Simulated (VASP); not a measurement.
# ZnSe3 (Pmmn) in VASP: single point with PBE

Aim: the single point of ZnSe3 with PBE.

All numbers are computed with VASP 6.6.1; they aren't measurements. Logs are shortened: lines on timing, memory, paths and dates and some standing lists are left out, and cuts for length are marked.

## 1. The cell of the first run

Symmetry: Pmmn, No. 59, orthorhombic system. The conventional cell has a = 4.051 Å, b = 4.053 Å, c = 16.004 Å, α = 90.00°, β = 90.00°, γ = 90.00°. Zn (site symmetry mm2) has 4 Se at 2.53 Å and 4 Zn at 2.87 Å within 3.3 Å. Within 3.2 Å of Se (site symmetry mm2) lie 2 Se at 2.40 Å. Se (site symmetry mm2) has 2 Se at 2.40 Å within 3.2 Å. Se (site symmetry mm2) has 4 Zn at 2.53 Å within 3.3 Å.

## 2. Single point, PBE

File INCAR:

```
  ALGO = Normal
  EDIFF = 1E-6
  ENCUT = 520
  GGA = PE
  ISIF = 2
  ISMEAR = 0
  LASPH = T
  LCHARG = F
  LREAL = F
  LWAVE = F
  NBANDS = 40
  NELM = 100
  PREC = Accurate
  SIGMA = 0.1
```

File KPOINTS:

```
k-points
0
Gamma
  8 8 2
```

File POSCAR:

```
ZnSe3
1.0
    4.0526043306      0.0000000000      0.0000000000
    0.0000000000      4.0509768855      0.0000000000
    0.0000000000      0.0000000000     16.0044036060
Zn Se
2 6
Direct
    0.0000000000      0.0000000000      0.0000083708
    0.5000000000      0.5000000000      0.9999916292
    0.0000000000      0.0000000000      0.3410565189
    0.5000000000      0.0000000000      0.4210662680
    0.5000000000      0.5000000000      0.6589434811
    0.0000000000      0.5000000000      0.5789337320
    0.0000000000      0.5000000000      0.0945819732
    0.5000000000      0.0000000000      0.9054180268
```

Potentials or basis: VASP PAW PBE potentials, release 64 (Zn, Se).

Run with:

```sh
cat potpaw_PBE.64/Zn/POTCAR potpaw_PBE.64/Se/POTCAR > POTCAR
mpirun -np 1 vasp_std > vasp.out
```

OUTCAR:

```text
EDIFF = 1E-6
   ENCUT = 520
   GGA = PE
   ISIF = 2
   ISMEAR = 0
   LASPH = T
   LREAL = F
   NELM = 100
   PREC = Accurate

 ion  position               nearest neighbor table
   1  0.000  0.000  0.000-   7 2.53   7 2.53   8 2.53   8 2.53   2 2.87   2 2.87   2 2.87   2 2.87

   2  0.500  0.500  1.000-   8 2.53   8 2.53   7 2.53   7 2.53   1 2.87   1 2.87   1 2.87   1 2.87

   3  0.000  0.000  0.341-   4 2.40   4 2.40
   4  0.500  0.000  0.421-   3 2.40   3 2.40
   5  0.500  0.500  0.659-   6 2.40   6 2.40
   6  0.000  0.500  0.579-   5 2.40   5 2.40
   7  0.000  0.500  0.095-   1 2.53   1 2.53   2 2.53   2 2.53
   8  0.500  0.000  0.905-   2 2.53   2 2.53   1 2.53   1 2.53

  LATTYP: Found a simple orthorhombic cell.
 ALAT       =     4.0509768855
 B/A-ratio  =     1.0004017414
 C/A-ratio  =     3.9507516479

  Lattice vectors:

 A1 = (   0.0000000000,  -4.0509768855,   0.0000000000)
 A2 = (   4.0526043306,   0.0000000000,   0.0000000000)
 A3 = (   0.0000000000,   0.0000000000,  16.0044036060)

Analysis of symmetry for initial positions (statically):
=====================================================================
 Subroutine PRICEL returns:
 Original cell was already a primitive cell.

 Routine SETGRP: Setting up the symmetry group for a
 simple orthorhombic supercell.

 Subroutine GETGRP returns: Found  8 space group operations
 (whereof  4 operations were pure point group operations)
 out of a pool of  8 trial point group operations.

The static configuration has the point symmetry C_2v.
 The point group associated with its full space group is D_2h.

Analysis of symmetry for dynamics (positions and initial velocities):
=====================================================================
 Subroutine PRICEL returns:
 Original cell was already a primitive cell.

 Routine SETGRP: Setting up the symmetry group for a
 simple orthorhombic supercell.

 Subroutine GETGRP returns: Found  8 space group operations
 (whereof  4 operations were pure point group operations)
 out of a pool of  8 trial point group operations.

The dynamic configuration has the point symmetry C_2v.
 The point group associated with its full space group is D_2h.

 Subroutine INISYM returns: Found  8 space group operations
 (whereof  4 operations are pure point group operations),
 and found     1 'primitive' translations

----------------------------------------------------------------------------------------

                                     Primitive cell

  volume of cell :     262.7444

  direct lattice vectors                    reciprocal lattice vectors
     4.052604331  0.000000000  0.000000000     0.246754906  0.000000000  0.000000000
     0.000000000  4.050976885  0.000000000     0.000000000  0.246854037  0.000000000
     0.000000000  0.000000000 16.004403606     0.000000000  0.000000000  0.062482803

  length of vectors
     4.052604331  4.050976885 16.004403606     0.246754906  0.246854037  0.062482803

  position of ions in fractional coordinates (direct lattice)
     0.000000000  0.000000000  0.000008371
     0.500000000  0.500000000  0.999991629
     0.000000000  0.000000000  0.341056519
     0.500000000  0.000000000  0.421066268
     0.500000000  0.500000000  0.658943481
     0.000000000  0.500000000  0.578933732
     0.000000000  0.500000000  0.094581973
     0.500000000  0.000000000  0.905418027

  ion indices of the primitive-cell ions
   primitive index   ion index
                 1           1
                 2           2
                 3           3
                 4           4
                 5           5
                 6           6
                 7           7
                 8           8

----------------------------------------------------------------------------------------

 KPOINTS: k-points

Automatic generation of k-mesh.
 Grid dimensions read from file:
 generate k-points for:    8    8    2

 Generating k-lattice:

  Cartesian coordinates                     Fractional coordinates (reciprocal lattice)
     0.030844363  0.000000000  0.000000000     0.125000000  0.000000000  0.000000000
     0.000000000  0.030856755  0.000000000     0.000000000  0.125000000  0.000000000
     0.000000000  0.000000000  0.031241402     0.000000000  0.000000000  0.500000000

  Length of vectors
     0.030844363  0.030856755  0.031241402

  Shift w.r.t. Gamma in fractional coordinates (k-lattice)
     0.000000000  0.000000000  0.000000000

 Subroutine IBZKPT returns following result:
 ===========================================

 Found     50 irreducible k-points:

 Following reciprocal coordinates:
            Coordinates               Weight
  0.000000  0.000000  0.000000      1.000000
  0.125000  0.000000  0.000000      2.000000
  0.250000  0.000000  0.000000      2.000000
  0.375000  0.000000  0.000000      2.000000
  0.500000  0.000000  0.000000      1.000000
  0.000000  0.125000  0.000000      2.000000
[... 16 lines left out ...]
  0.250000  0.500000  0.000000      2.000000
  0.375000  0.500000  0.000000      2.000000
 [... further k-points ...]
   k-points           NKPTS =     50   k-points in BZ     NKDIM =     50   number of bands    NBANDS=     40
   number of dos      NEDOS =    301   number of ions     NIONS =      8
   total plane-waves  NPLWV = 108000
   dimension x,y,z NGX =    30 NGY =   30 NGZ =  120
   dimension x,y,z NGXF=    60 NGYF=   60 NGZF=  240
   ions per type =               2   6
   NGX,Y,Z   is equivalent  to a cutoff of  12.31, 12.31, 12.47 a.u.
   NGXF,Y,Z  is equivalent  to a cutoff of  24.61, 24.62, 24.93 a.u.
 SYSTEM =  unknown system
   PREC   = accura    normal or accurate (medium, high low for compatibility)
   ISTART =      0    job   : 0-new  1-cont  2-samecut
   ICHARG =      2    charge: 1-file 2-atom 10-const
   ISPIN  =      1    spin polarized calculation?
   LNONCOLLINEAR =      F non collinear calculations
   LSORBIT =      F    spin-orbit coupling
   LASPH  =      T    aspherical Exc in radial PAW
   ENCUT  =  520.0 eV  38.22 Ry    6.18 a.u.   7.54  7.53 29.76*2*pi/ulx,y,z
   NELM   =    100;   NELMIN=  2; NELMDL= -5     # of ELM steps
   EDIFF  = 0.1E-05   stopping-criterion for ELM
   LREAL  =      F    real-space projection
   EDIFFG = 0.1E-04   stopping-criterion for IOM
   NSW    =      0    number of steps for IOM
   IBRION =     -1    ionic relax: 0-MD 1-quasi-New 2-CG
   NFREE  =      0    steps in history (QN), initial steepest desc. (CG)
   ISIF   =      2    stress and relaxation
   ISYM   =      2    0-nonsym 1-usesym 2-fastsym
   POTIM  = 0.5000    time-step for ionic-motion
   TEBEG  =    0.0;   TEEND  =   0.0 temperature during run
   PSTRESS=    0.0 pullay stress
   NELECT =      60.0000    total number of electrons
   NUPDOWN=      -1.0000    fix difference up-down
   EMIN   =  10.00;   EMAX   =-10.00  energy-range for DOS
   EFERMI =   0.00;   METHOD = LEGACY
   ISMEAR =     0;   SIGMA  =   0.10  broadening in eV -4-tet -1-fermi 0-gaus
   EFERMI_NEDOS =   21; number of points for ismear=-14 and -15
   IALGO  =     38    algorithm
   IMIX   =      4    mixing-type and parameters
     AMIX     =   0.40;   BMIX     =  1.00
     AMIX_MAG =   1.60;   BMIX_MAG =  1.00
  volume/ion in A,a.u.               =      32.84       221.64
  Fermi-wavevector in a.u.,A,eV,Ry     =   1.000647  1.890948 13.623429  1.001294
  Thomas-Fermi vector in A             =   2.133017
   LORBIT       =      0    0 simple, 1 ext, 2 COOP (PROOUT), +10 PAW based schemes
   GGA     = PE    functional components
   LHFCALC =     F    Hartree Fock is set to
   AEXX    =    0.0000 exact exchange contribution
   IVDW    =     0    specifies the selected vdW correction
   LEPSILON=     F    determine dielectric tensor
   LRPA    =     F    only Hartree local field effects (RPA)
 non-spin polarized calculation
 Gauss-broadening in eV      SIGMA  =   0.10
  energy-cutoff  :      520.00
  volume of cell :      262.74
 maximum number of plane-waves:      7124
   NGX = 15   NGY = 15   NGZ = 59

 number of electron      60.0000049 magnetization

 Free energy of the ion-electron system (eV)
  ---------------------------------------------------
  ext. energy  EPLUGINS =         0.00000000
  ---------------------------------------------------
  free energy    TOTEN  =       -24.57655337 eV

  energy without entropy =      -24.56601945  energy(sigma->0) =      -24.57128641

 E-fermi :   0.7645     XC(G=0):  -7.6171

 val. band max:        0.7512991560   @ k =   0.1250   0.3750   0.5000
 cond. band min:       0.7911275773   @ k =   0.0000   0.5000   0.0000
 fundamental gap:      0.0398284213
 Fermi energy:         0.7645204269

 k-point     1 :       0.0000    0.0000    0.0000
  band No.  band energies     occupation
      1     -14.5806      2.00000
      2     -14.4046      2.00000
      3     -13.0644      2.00000
      4     -12.2654      2.00000
      5      -9.7409      2.00000
      6      -9.4011      2.00000
[... 32 lines left out ...]
     39       5.3810      0.00000
     40       5.5597      0.00000

 k-point     2 :       0.1250    0.0000    0.0000
  band No.  band energies     occupation
      1     -14.4561      2.00000
      2     -14.2821      2.00000
      3     -13.0011      2.00000
      4     -12.2550      2.00000
      5     -10.0014      2.00000
      6      -9.7677      2.00000
[... 32 lines left out ...]
     39       5.6686      0.00000
     40       5.7543      0.00000

 k-point     3 :       0.2500    0.0000    0.0000
  band No.  band energies     occupation
      1     -14.0858      2.00000
      2     -13.9188      2.00000
      3     -12.8294      2.00000
      4     -12.2426      2.00000
      5     -10.7029      2.00000
      6     -10.6468      2.00000
[... 32 lines left out ...]
     39       6.0479      0.00000
     40       6.1505      0.00000

 k-point     4 :       0.3750    0.0000    0.0000
  band No.  band energies     occupation
      1     -13.4807      2.00000
      2     -13.3287      2.00000
      3     -12.6027      2.00000
      4     -12.2758      2.00000
      5     -11.6839      2.00000
      6     -11.6226      2.00000
[... 32 lines left out ...]
     39       6.1989      0.00000
     40       6.3843      0.00000
[... 772 lines left out ...]
     39       6.2313      0.00000
     40       6.2313      0.00000

 k-point    23 :       0.2500    0.5000    0.0000
  band No.  band energies     occupation
      1     -13.8682      2.00000
      2     -13.8682      2.00000
      3     -12.2656      2.00000
      4     -12.2656      2.00000
      5     -10.5402      2.00000
      6     -10.5402      2.00000
[... 32 lines left out ...]
     39       6.5965      0.00000
     40       6.5965      0.00000

 k-point    24 :       0.3750    0.5000    0.0000
  band No.  band energies     occupation
      1     -13.2713      2.00000
      2     -13.2713      2.00000
      3     -12.1670      2.00000
      4     -12.1670      2.00000
      5     -11.5210      2.00000
      6     -11.5210      2.00000
[... 32 lines left out ...]
     39       6.7611      0.00000
     40       6.7611      0.00000

 [... further k-points ...]

------------------------ aborting loop because EDIFF is reached ----------------------------------------

  FORCE on cell =-STRESS in cart. coord.  units (eV):
  Direction    XX          YY          ZZ          XY          YZ          ZX
  --------------------------------------------------------------------------------------
  -------------------------------------------------------------------------------------
  Total        0.1712804      0.0977881      0.2344137      0.0000000      0.0000000      0.0000000
  in kB        1.0444432      0.5962979      1.4294208      0.0000000      0.0000000      0.0000000
  external PRESSURE =       1.0233873 kB  Pullay stress =       0.0000000 kB

 VOLUME and BASIS-vectors are now :
 -----------------------------------------------------------------------------
  energy-cutoff  :      520.00
  volume of cell :      262.74
      direct lattice vectors                 reciprocal lattice vectors
     4.052604331  0.000000000  0.000000000     0.246754906  0.000000000  0.000000000
     0.000000000  4.050976885  0.000000000     0.000000000  0.246854037  0.000000000
     0.000000000  0.000000000 16.004403606     0.000000000  0.000000000  0.062482803

 POSITION                                       TOTAL-FORCE (eV/Angst)
 -----------------------------------------------------------------------------------
      0.00000      0.00000      0.00013         0.000000      0.000000     -0.000643
      2.02630      2.02549     16.00427         0.000000      0.000000      0.000643
      0.00000      0.00000      5.45841         0.000000      0.000000     -0.023217
      2.02630      0.00000      6.73891         0.000000      0.000000      0.022047
      2.02630      2.02549     10.54600         0.000000      0.000000      0.023217
      0.00000      2.02549      9.26549         0.000000      0.000000     -0.022047
      0.00000      2.02549      1.51373         0.000000      0.000000      0.035803
      2.02630      0.00000     14.49068         0.000000      0.000000     -0.035803
 -----------------------------------------------------------------------------------
    total drift:                                0.000000      0.000000      0.000000

  FREE ENERGIE OF THE ION-ELECTRON SYSTEM (eV)
  ---------------------------------------------------
  free  energy   TOTEN  =       -24.5765533676 eV

  energy  without entropy=      -24.5660194538  energy(sigma->0) =      -24.57128641
```

It took 4.4 min on 1 thread of Intel Xeon 6975P-C (Granite Rapids), shared host; peak memory 0.58 GiB.

What came out:

```
Free energy            : -24.5766 eV
Pressure               : 0.1 GPa
Largest force          : 0.036 eV/Å
Band gap on the k mesh : zero (bands 30 and 31 overlap by 0.60 eV)
```

Forces on the atoms (eV/Å):
```
Zn   0.000  0.000 -0.001
Zn   0.000  0.000  0.001
Se   0.000  0.000 -0.023
Se   0.000  0.000  0.022
Se   0.000  0.000  0.023
Se   0.000  0.000 -0.022
Se   0.000  0.000  0.036
Se   0.000  0.000 -0.036
```

Caveat: semilocal functionals underestimate gaps, and a narrow one can read as zero.

The gap in the log of VASP goes by the Fermi energy; the results here count the filled bands.